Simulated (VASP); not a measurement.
# ZnS (P6_3mc) in VASP: notebook

The runs below take ZnS through single point, with LDA.

Program: VASP 6.6.1. These are calculated values, not measurements. Logs are shortened: lines on timing, memory, paths and dates and some standing lists are left out, and cuts for length are marked.

## (1) The cell of the first run

It takes space group P6_3mc (No. 186, hexagonal). The conventional cell has a = 3.813 Å, b = 3.813 Å, c = 6.068 Å, α = 90.00°, β = 90.00°, γ = 120.00°. Within 3.0 Å of Zn (site symmetry 3m) lie 4 S at 2.30 to 2.32 Å. Within 3.0 Å of S (site symmetry 3m) lie 4 Zn at 2.30 to 2.32 Å.

## (2) Single point, LDA (in-plane strain +0.02, then relaxed in part)

INCAR reads:

```
PREC     = Accurate       # precision mode
ENCUT    = 520            # plane-wave cutoff, eV
EDIFF    = 1E-6           # SCF threshold, eV
ISMEAR   = 0              # smearing method
SIGMA    = 0.01           # smearing width, eV
LREAL    = False          # projectors in reciprocal space
LASPH    = True           # aspherical terms in the spheres
NELM     = 60             # most SCF steps
ALGO     = Normal         # electronic algorithm
ISIF     = 2              # what is computed and relaxed
LWAVE    = False          # write WAVECAR
LCHARG   = False          # write CHGCAR
NBANDS   = 26             # bands
```

KPOINTS reads:

```
regular mesh
0
Gamma
  6 6 4
```

POSCAR reads:

```
ZnS
1.0
    3.8129970854      0.0000000000      0.0000000000
   -1.9064985427      3.3021523405      0.0000000000
    0.0000000000      0.0000000000      6.0677734370
Zn S
2 2
Direct
    0.3333333333      0.6666666667      0.0025775125
    0.6666666667      0.3333333333      0.5025775125
    0.3333333333      0.6666666667      0.3824224875
    0.6666666667      0.3333333333      0.8824224875
```

Potentials or basis: VASP PAW LDA potentials, release 64 (Zn, S).

On the command line:

```
cat potpaw_LDA.64/Zn/POTCAR potpaw_LDA.64/S/POTCAR > POTCAR
mpirun -np 1 vasp_std > vasp.out
```

OUTCAR:

```text
PREC = Accurate
   ENCUT = 520
   EDIFF = 1E-6
   ISMEAR = 0
   LREAL = False
   LASPH = True
   NELM = 60
   ISIF = 2

 ion  position               nearest neighbor table
   1  0.333  0.667  0.003-   3 2.30   4 2.32   4 2.32   4 2.32
   2  0.667  0.333  0.503-   4 2.30   3 2.32   3 2.32   3 2.32
   3  0.333  0.667  0.382-   1 2.30   2 2.32   2 2.32   2 2.32
   4  0.667  0.333  0.882-   2 2.30   1 2.32   1 2.32   1 2.32

  LATTYP: Found a hexagonal cell.
 ALAT       =     3.8129970854
 C/A-ratio  =     1.5913396473

  Lattice vectors:

 A1 = (   3.8129970854,   0.0000000000,   0.0000000000)
 A2 = (  -1.9064985427,   3.3021523405,   0.0000000000)
 A3 = (   0.0000000000,   0.0000000000,   6.0677734370)

Analysis of symmetry for initial positions (statically):
=====================================================================
 Subroutine PRICEL returns:
 Original cell was already a primitive cell.

 Routine SETGRP: Setting up the symmetry group for a
 hexagonal supercell.

 Subroutine GETGRP returns: Found 12 space group operations
 (whereof  6 operations were pure point group operations)
 out of a pool of 24 trial point group operations.

The static configuration has the point symmetry C_3v.
 The point group associated with its full space group is C_6v.

Analysis of symmetry for dynamics (positions and initial velocities):
=====================================================================
 Subroutine PRICEL returns:
 Original cell was already a primitive cell.

 Routine SETGRP: Setting up the symmetry group for a
 hexagonal supercell.

 Subroutine GETGRP returns: Found 12 space group operations
 (whereof  6 operations were pure point group operations)
 out of a pool of 24 trial point group operations.

The dynamic configuration has the point symmetry C_3v.
 The point group associated with its full space group is C_6v.

 Subroutine INISYM returns: Found 12 space group operations
 (whereof  6 operations are pure point group operations),
 and found     1 'primitive' translations

----------------------------------------------------------------------------------------

                                     Primitive cell

  volume of cell :      76.3999
[... 83 lines left out ...]
   ISPIN  =      1    spin polarized calculation?
   LNONCOLLINEAR =      F non collinear calculations
   LSORBIT =      F    spin-orbit coupling
   LASPH  =      T    aspherical Exc in radial PAW
   ENCUT  =  520.0 eV  38.22 Ry    6.18 a.u.   7.09  7.09 11.28*2*pi/ulx,y,z
   NELM   =     60;   NELMIN=  2; NELMDL= -5     # of ELM steps
   EDIFF  = 0.1E-05   stopping-criterion for ELM
   LREAL  =      F    real-space projection
   EDIFFG = 0.1E-04   stopping-criterion for IOM
   NSW    =      0    number of steps for IOM
   IBRION =     -1    ionic relax: 0-MD 1-quasi-New 2-CG
   NFREE  =      0    steps in history (QN), initial steepest desc. (CG)
   ISIF   =      2    stress and relaxation
   ISYM   =      2    0-nonsym 1-usesym 2-fastsym
   POTIM  = 0.5000    time-step for ionic-motion
   TEBEG  =    0.0;   TEEND  =   0.0 temperature during run
   PSTRESS=    0.0 pullay stress
   NELECT =      36.0000    total number of electrons
   NUPDOWN=      -1.0000    fix difference up-down
   EMIN   =  10.00;   EMAX   =-10.00  energy-range for DOS
   EFERMI =   0.00;   METHOD = LEGACY
   ISMEAR =     0;   SIGMA  =   0.01  broadening in eV -4-tet -1-fermi 0-gaus
   EFERMI_NEDOS =   21; number of points for ismear=-14 and -15
   IALGO  =     38    algorithm
   IMIX   =      4    mixing-type and parameters
     AMIX     =   0.40;   BMIX     =  1.00
     AMIX_MAG =   1.60;   BMIX_MAG =  1.00
  volume/ion in A,a.u.               =      19.10       128.89
  Fermi-wavevector in a.u.,A,eV,Ry     =   1.273927  2.407374 22.080774  1.622891
  Thomas-Fermi vector in A             =   2.406724
   LORBIT       =      0    0 simple, 1 ext, 2 COOP (PROOUT), +10 PAW based schemes
   GGA     = CA    functional components
   LHFCALC =     F    Hartree Fock is set to
   AEXX    =    0.0000 exact exchange contribution
   IVDW    =     0    specifies the selected vdW correction
   LEPSILON=     F    determine dielectric tensor
   LRPA    =     F    only Hartree local field effects (RPA)
 non-spin polarized calculation
 Gauss-broadening in eV      SIGMA  =   0.01
  energy-cutoff  :      520.00
  volume of cell :       76.40
 maximum number of plane-waves:      2086
   NGX = 15   NGY = 15   NGZ = 23

 number of electron      35.9999987 magnetization

 Free energy of the ion-electron system (eV)
  ---------------------------------------------------
  ext. energy  EPLUGINS =         0.00000000
  ---------------------------------------------------
  free energy    TOTEN  =       -16.37208527 eV

  energy without entropy =      -16.37208527  energy(sigma->0) =      -16.37208527

 E-fermi :   2.3695     XC(G=0): -10.1796

 val. band max:        2.2608579754   @ k =   0.0000   0.0000   0.0000
 cond. band min:       4.3818866425   @ k =   0.0000   0.0000   0.0000
 fundamental gap:      2.1210286671
 Fermi energy:         2.3694776835

 k-point     1 :       0.0000    0.0000    0.0000
  band No.  band energies     occupation
      1     -11.1105      2.00000
      2     -10.0306      2.00000
      3      -4.3687      2.00000
      4      -4.3687      2.00000
      5      -4.3638      2.00000
      6      -4.2868      2.00000
[... 598 lines left out ...]
     25      11.8143      0.00000
     26      11.8143      0.00000

------------------------ aborting loop because EDIFF is reached ----------------------------------------

  FORCE on cell =-STRESS in cart. coord.  units (eV):
  Direction    XX          YY          ZZ          XY          YZ          ZX
  --------------------------------------------------------------------------------------
  -------------------------------------------------------------------------------------
  Total       -1.4235968     -1.4235968      0.1048516      0.0000000     -0.0000000      0.0000000
  in kB      -29.8541456    -29.8541456      2.1988363      0.0000000     -0.0000000      0.0000000
  external PRESSURE =     -19.1698183 kB  Pullay stress =       0.0000000 kB

 VOLUME and BASIS-vectors are now :
 -----------------------------------------------------------------------------
  energy-cutoff  :      520.00
  volume of cell :       76.40
      direct lattice vectors                 reciprocal lattice vectors
     3.812997085  0.000000000  0.000000000     0.262260888  0.151416394  0.000000000
    -1.906498543  3.302152341  0.000000000     0.000000000  0.302832788  0.000000000
     0.000000000  0.000000000  6.067773437     0.000000000  0.000000000  0.164805099

 POSITION                                       TOTAL-FORCE (eV/Angst)
 -----------------------------------------------------------------------------------
     -0.00000      2.20143      0.01564        -0.000000      0.000000     -0.000818
      1.90650      1.10072      3.04953         0.000000      0.000000     -0.000818
     -0.00000      2.20143      2.32045         0.000000      0.000000      0.000818
      1.90650      1.10072      5.35434        -0.000000      0.000000      0.000818
 -----------------------------------------------------------------------------------
    total drift:                               -0.000000     -0.000000     -0.000019

  FREE ENERGIE OF THE ION-ELECTRON SYSTEM (eV)
  ---------------------------------------------------
  free  energy   TOTEN  =       -16.3720852695 eV

  energy  without entropy=      -16.3720852695  energy(sigma->0) =      -16.37208527
```

It took 46 s on 1 thread of Intel Xeon 6975P-C, shared host; peak memory 0.18 GiB.

Results:

```
Free energy            : -16.3721 eV
Pressure               : -1.9 GPa
Band gap on the k mesh : 2.12 eV, direct
```

Stress tensor (GPa, compression positive):
```
-2.99  0.00  0.00
 0.00 -2.99  0.00
 0.00  0.00  0.22
```

Caveat: the cell differs from its parent crystal (in-plane strain +0.02, then relaxed in part).

## (3) Single point, LDA (in-plane strain +0.02)

INCAR reads:

```
SYSTEM = ZnS
ALGO     = Normal         ! electronic algorithm
EDIFF    = 1E-7           ! SCF threshold, eV
ENCUT    = 520            ! plane-wave cutoff, eV
ISIF     = 2              ! what is computed and relaxed
ISMEAR   = 0              ! smearing method
LASPH    = .TRUE.         ! aspherical terms in the spheres
LCHARG   = .FALSE.        ! write CHGCAR
LREAL    = .FALSE.        ! projectors in reciprocal space
LWAVE    = .FALSE.        ! write WAVECAR
NBANDS   = 26             ! bands
NELM     = 60             ! most SCF steps
PREC     = Accurate       ! precision mode
SIGMA    = 0.01           ! smearing width, eV
```

KPOINTS reads:

```
k-points
0
G
  6 6 4
  0 0 0
```

POSCAR reads:

```
ZnS
1.0
    3.8129970854      0.0000000000      0.0000000000
   -1.9064985427      3.3021523405      0.0000000000
    0.0000000000      0.0000000000      6.0692816811
Zn S
2 2
Direct
    0.3333333333      0.6666666667      0.0055913299
    0.6666666667      0.3333333333      0.5055913299
    0.3333333333      0.6666666667      0.3794086701
    0.6666666667      0.3333333333      0.8794086701
```

Potentials or basis: VASP PAW LDA potentials, release 64 (Zn, S).

On the command line:

```
cat potpaw_LDA.64/Zn/POTCAR potpaw_LDA.64/S/POTCAR > POTCAR
mpirun -np 1 vasp_std > vasp.out
```

Wall time 48 s (1 thread of Intel Xeon 6975P-C, shared host); peak memory 0.17 GiB.

Results (log left out):

```yaml
Free_energy: -16.3634 eV
Pressure: -1.8 GPa
Largest_force: 0.247 eV/Å
Band_gap_on_the_k_mesh: 2.15 eV, direct
```

Forces in eV/Å, atoms in the order of the input:
```
Zn   0.000  0.000 -0.247
Zn   0.000  0.000 -0.247
S    0.000  0.000  0.247
S    0.000  0.000  0.247
```

Stress tensor (GPa, compression positive):
```
-3.44  0.00  0.00
 0.00 -3.44  0.00
 0.00  0.00  1.53
```

Levels at points of the mesh, in eV from the valence-band top:
```
           k point  band 16  band 17  band 18  band 19  band 20  band 21
(0.00, 0.00, 0.00)     0.00     0.00     0.00     2.15     2.77     6.03
(0.50, 0.00, 0.00)    -2.44    -1.80    -0.87     3.34     4.23     5.07
(0.00, 0.00, 0.50)    -0.55    -0.55    -0.55     3.36     3.36     6.52
(0.50, 0.00, 0.50)    -1.72    -1.61    -1.61     3.42     3.42     5.16
```

Caveat: the cell differs from its parent crystal (in-plane strain +0.02).
